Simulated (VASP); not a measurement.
# LiW16 (a cell with a defect) in VASP: single point with PBE

Aim: the single point of LiW16 (a cell with a defect) with PBE.

Program: VASP 6.6.1. These are calculated values, not measurements. Logs are shortened: lines on timing, memory, paths and dates and some standing lists are left out, and cuts for length are marked.

### 1 The cell of the first run

The cell holds a defect, 17 atoms: a = 6.320 Å, b = 6.320 Å, c = 6.320 Å, α = 90.00°, β = 90.00°, γ = 90.00°.

### 2 Single point, PBE

File INCAR:

```
SYSTEM = LiW16
PREC = Accurate
ENCUT = 520
EDIFF = 1E-6
ISMEAR = 0
SIGMA = 0.15
LREAL = Auto
LASPH = .TRUE.
NELM = 60
ALGO = Normal
ISIF = 2
LWAVE = .FALSE.
LCHARG = .FALSE.
GGA = PE
NBANDS = 128
```

File KPOINTS:

```
regular mesh
0
G
  3 3 3
  0 0 0
```

File POSCAR:

```
LiW16
1.0
    6.3200000000      0.0000000000      0.0000000000
    0.0000000000      6.3200000000      0.0000000000
    0.0000000000      0.0000000000      6.3200000000
W Li
16 1
Direct
    0.0063276899      0.0072330696      0.0028596519
    0.4979115506     -0.0004185127     -0.0021588608
    0.0383020570      0.5206305380     -0.0291018987
    0.0113270570     -0.0003588608      0.5112914557
    0.2466889241      0.2545977848      0.2518308544
    0.5065700949      0.5033531646      0.0013060127
    0.4921474684     -0.0056935127      0.5170764241
    0.7236251582      0.1907594937      0.2853319620
    0.0080996835      0.5034250000      0.5029482595
    0.2545337025      0.7518188291      0.2536118671
    0.2585042722      0.2498496835      0.7508000000
    0.5107373418      0.5000060127      0.4985738924
    0.7528759494      0.7737412975      0.2562946203
    0.7574311709      0.2546242089      0.7624579114
    0.2592208861      0.7529167722      0.7500642405
    0.7556033228      0.7518503165      0.7547161392
   -0.1777500000      0.4554765823      0.1876895570
```

Potentials or basis: VASP PAW PBE potentials, release 64 (W_sv, Li_sv).

Run with:

```
$ cat potpaw_PBE.64/W_sv/POTCAR potpaw_PBE.64/Li_sv/POTCAR > POTCAR
$ mpirun -np 1 vasp_std > vasp.out
```

OUTCAR:

```text
SYSTEM = LiW16
   PREC = Accurate
   ENCUT = 520
   EDIFF = 1E-6
   ISMEAR = 0
   LREAL = Auto
   LASPH = .TRUE.
   NELM = 60
   ISIF = 2
   GGA = PE

 ion  position               nearest neighbor table
   1  0.006  0.007  0.003-  14 2.69   5 2.69  13 2.70  11 2.73  16 2.75  10 2.75  15 2.77   8 2.78
                             3 3.09   4 3.11   2 3.11   2 3.21   4 3.21   3 3.26
   2  0.498  1.000  0.998-   8 2.61  15 2.68  11 2.69  13 2.70  10 2.73  16 2.73  14 2.74   5 2.77
                             7 3.04   1 3.11   6 3.14   6 3.18   1 3.21   7 3.28
   3  0.038  0.521  0.971-  17 1.98  15 2.46  11 2.61  16 2.68  10 2.68  14 2.78   5 2.78   9 2.97
                             6 2.97  13 3.01   1 3.09   1 3.26   6 3.37   9 3.37
   4  0.011  1.000  0.511-   8 2.61  15 2.68  11 2.69  13 2.70  16 2.73  10 2.73   5 2.74  14 2.77
                             7 3.04   1 3.11   9 3.14   9 3.18   1 3.21   7 3.28
   5  0.247  0.255  0.252-   1 2.69   9 2.70   4 2.74  12 2.76   6 2.77   2 2.77   3 2.78   7 2.81
                            17 3.00   8 3.05  10 3.14  11 3.15  11 3.17  10 3.18   8 3.34
   6  0.507  0.503  0.001-  17 2.34  14 2.70  16 2.72  15 2.73  11 2.74  10 2.75   5 2.77  13 2.82
                             3 2.97   8 3.00   2 3.14  12 3.14  12 3.18   2 3.18   3 3.37
   7  0.492  0.994  0.517-   8 2.41  15 2.58  11 2.64  13 2.72  16 2.72  10 2.72  14 2.81   5 2.81
                             2 3.04   4 3.04  12 3.13  12 3.20   4 3.28   2 3.28
   8  0.724  0.191  0.285-  17 1.89   7 2.41   2 2.61   4 2.61  13 2.65  12 2.73   1 2.78   6 3.00
                             9 3.00   5 3.05  14 3.05  14 3.34   5 3.34
   9  0.008  0.503  0.503-  17 2.33   5 2.70  10 2.72  15 2.73  11 2.74  16 2.75  14 2.77  13 2.82
                             3 2.97   8 3.00   4 3.14  12 3.14  12 3.18   4 3.18   3 3.37
  10  0.255  0.752  0.254-   3 2.68   9 2.72   7 2.72   2 2.73   4 2.73   6 2.75  12 2.75   1 2.75
                            15 3.14   5 3.14  13 3.15  13 3.17   5 3.18  15 3.18
  11  0.259  0.250  0.751-   3 2.61   7 2.64   2 2.69   4 2.69   1 2.73   9 2.74   6 2.74  12 2.75
                            15 3.14  14 3.15   5 3.15   5 3.17  14 3.17  15 3.18
  12  0.511  0.500  0.499-   8 2.73  16 2.75  10 2.75  11 2.75  15 2.76  14 2.76   5 2.76  13 2.77
                            17 2.80   7 3.13   6 3.14   9 3.14   9 3.18   6 3.18   7 3.20
  13  0.753  0.774  0.256-  17 2.10   8 2.65   2 2.70   4 2.70   1 2.70   7 2.72  12 2.77   6 2.82
                             9 2.82   3 3.01  10 3.15  16 3.15  16 3.17  10 3.17
  14  0.757  0.255  0.762-   1 2.69   6 2.70   2 2.74  12 2.76   9 2.77   4 2.77   3 2.78   7 2.81
                            17 3.00   8 3.05  16 3.14  11 3.15  11 3.17  16 3.18   8 3.34
  15  0.259  0.753  0.750-   3 2.46   7 2.58   2 2.68   4 2.68   9 2.73   6 2.73  12 2.76   1 2.77
                            16 3.14  10 3.14  11 3.14  11 3.18  10 3.18  16 3.18
  16  0.756  0.752  0.755-   3 2.68   6 2.72   7 2.72   4 2.73   2 2.73   9 2.75  12 2.75   1 2.75
                            15 3.14  14 3.14  13 3.15  13 3.17  14 3.18  15 3.18
  17  0.822  0.455  0.188-   8 1.89   3 1.98  13 2.10   9 2.33   6 2.34  12 2.80   5 3.00  14 3.00

  LATTYP: Found a simple cubic cell.
 ALAT       =     6.3200000000

  Lattice vectors:

 A1 = (   6.3200000000,   0.0000000000,   0.0000000000)
[... 168 lines left out ...]
     AMIX_MAG =   1.60;   BMIX_MAG =  1.00
  volume/ion in A,a.u.               =      14.85       100.21
  Fermi-wavevector in a.u.,A,eV,Ry     =   1.580155  2.986060 33.972251  2.496890
  Thomas-Fermi vector in A             =   2.680426
   LORBIT       =      0    0 simple, 1 ext, 2 COOP (PROOUT), +10 PAW based schemes
   GGA     = PE    functional components
   LHFCALC =     F    Hartree Fock is set to
   AEXX    =    0.0000 exact exchange contribution
   IVDW    =     0    specifies the selected vdW correction
   LEPSILON=     F    determine dielectric tensor
   LRPA    =     F    only Hartree local field effects (RPA)
 non-spin polarized calculation
 Gauss-broadening in eV      SIGMA  =   0.15
  energy-cutoff  :      520.00
  volume of cell :      252.44
 maximum number of plane-waves:      6859
   NGX = 23   NGY = 23   NGZ = 23

 number of electron     227.0000003 magnetization

 Free energy of the ion-electron system (eV)
  ---------------------------------------------------
  ext. energy  EPLUGINS =         0.00000000
  ---------------------------------------------------
  free energy    TOTEN  =      -201.42475070 eV

  energy without entropy =     -201.34770420  energy(sigma->0) =     -201.38622745

 E-fermi :  11.6563     XC(G=0): -13.7171

 val. band max:       11.6442260345   @ k =   0.0000   0.3333   0.0000
 cond. band min:      11.6881573544   @ k =   0.0000   0.0000   0.0000
 fundamental gap:      0.0439313199
 Fermi energy:        11.6562840890

 k-point     1 :       0.0000    0.0000    0.0000
  band No.  band energies     occupation
      1     -62.4213      2.00000
      2     -62.3349      2.00000
      3     -62.3319      2.00000
      4     -62.3014      2.00000
      5     -62.2979      2.00000
      6     -62.2970      2.00000
[... 1781 lines left out ...]
    124      13.5769      0.00000
    125      13.6356      0.00000
 [bands above 125 left out]

------------------------ aborting loop because EDIFF is reached ----------------------------------------

  FORCE on cell =-STRESS in cart. coord.  units (eV):
  Direction    XX          YY          ZZ          XY          YZ          ZX
  --------------------------------------------------------------------------------------
  -------------------------------------------------------------------------------------
  Total       30.6583872     40.0239089     30.7322287      5.2979738     -5.2681046     -4.5383068
  in kB      194.5846833    254.0263974    195.0533457     33.6255310    -33.4359555    -28.8040264
  external PRESSURE =     214.5548088 kB  Pullay stress =       0.0000000 kB

 VOLUME and BASIS-vectors are now :
 -----------------------------------------------------------------------------
  energy-cutoff  :      520.00
  volume of cell :      252.44
      direct lattice vectors                 reciprocal lattice vectors
     6.320000000  0.000000000  0.000000000     0.158227848  0.000000000  0.000000000
     0.000000000  6.320000000  0.000000000     0.000000000  0.158227848  0.000000000
     0.000000000  0.000000000  6.320000000     0.000000000  0.000000000  0.158227848

 POSITION                                       TOTAL-FORCE (eV/Angst)
 -----------------------------------------------------------------------------------
      0.03999      0.04571      0.01807         0.003484      0.003987      0.003560
      3.14680      6.31735      6.30636        -0.002264     -0.000376     -0.003367
      0.24207      3.29039      6.13608        -0.009007     -0.012303      0.015042
      0.07159      6.31773      3.23136         0.004015      0.000085     -0.002784
      1.55907      1.60906      1.59157        -0.004212      0.003801     -0.000683
      3.20152      3.18119      0.00825        -0.006440      0.001463      0.002763
[... 9 lines left out ...]
      4.77541      4.75169      4.76981        -0.000136     -0.003123      0.002987
      5.19662      2.87861      1.18620         0.031250      0.012763     -0.031592
 -----------------------------------------------------------------------------------
    total drift:                               -0.003656      0.013625     -0.005314

  FREE ENERGIE OF THE ION-ELECTRON SYSTEM (eV)
  ---------------------------------------------------
  free  energy   TOTEN  =      -201.4247506972 eV

  energy  without entropy=     -201.3477042031  energy(sigma->0) =     -201.38622745
```

It took 28 min on 1 thread of Intel Xeon 8259CL, shared host; peak memory 0.49 GiB.

What came out:

```yaml
Free_energy: -201.4248 eV
Largest_force: 0.056 eV/Å
Band_gap_on_the_k_mesh: zero (an odd number of electrons rules out a gap without spin polarisation)
```

Forces on the atoms (eV/Å):
```
W    0.003  0.004  0.004
W   -0.002  0.000 -0.003
W   -0.009 -0.012  0.015
W    0.004  0.000 -0.003
W   -0.004  0.004 -0.001
W   -0.006  0.001  0.003
W   -0.028 -0.040  0.028
W    0.019  0.025 -0.008
W   -0.006  0.001 -0.004
W   -0.009 -0.005  0.003
W   -0.007  0.008  0.002
W   -0.009  0.010  0.005
W    0.006 -0.014  0.000
W    0.002  0.002  0.005
W    0.015  0.008 -0.018
W    0.000 -0.003  0.003
Li   0.031  0.013 -0.032
```

Caveat: the cutoff is under 1.25 times the usual one of these potentials, so pressure, stress and relaxed cells hold a basis-set (Pulay) error; atoms lie so close that the PAW spheres overlap strongly, which falsifies energies and pressures; spin-orbit coupling is left out, which moves the levels of the heavy elements.

The gap in the log of VASP goes by the Fermi energy; the results here count the filled bands.